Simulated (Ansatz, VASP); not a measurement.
**PbF2 in VASP and in Ansatz**

```
CELL_PARAMETERS angstrom
0.00000 2.96366 2.96366
2.96366 0.00000 2.96366
2.96366 2.96366 0.00000
ATOMIC_POSITIONS crystal
Pb 0.00000 0.00000 0.00000
F 0.75000 0.75000 0.75000
F 0.25000 0.25000 0.25000
```

Alike in both runs: task relaxation of cell and atoms; functional RPBE; dispersion D4; k mesh 8 × 8 × 8; occupations fermi-dirac, width 0.05 eV; no spin polarisation.

```csv
,VASP,Ansatz
version,VASP 6.6.1,Ansatz 0.2.0
potentials or method,"VASP PAW PBE potentials, release 64 (Pb_d, F)",Ansatz PAW
plane-wave cutoff (eV),600,420
valence electrons in the cell,28,28
```

Ansatz gave:

```
relaxed volume (Å³/atom)                                                      : 18.23
relaxed length of the cell vector where the two differ most in proportion (Å) : 4.260
```

Q: Which values does VASP return?

A: Relaxed volume (Å³/atom): 18.20; relaxed length of the cell vector where the two differ most in proportion (Å): 4.259.

VASP's potentials were made for PBE, not for RPBE.

Spin-orbit coupling is off throughout. Noted on Ansatz's run: the plane-wave basis is chosen anew once the cell has moved, so the energies of steps on either side of that aren't comparable.
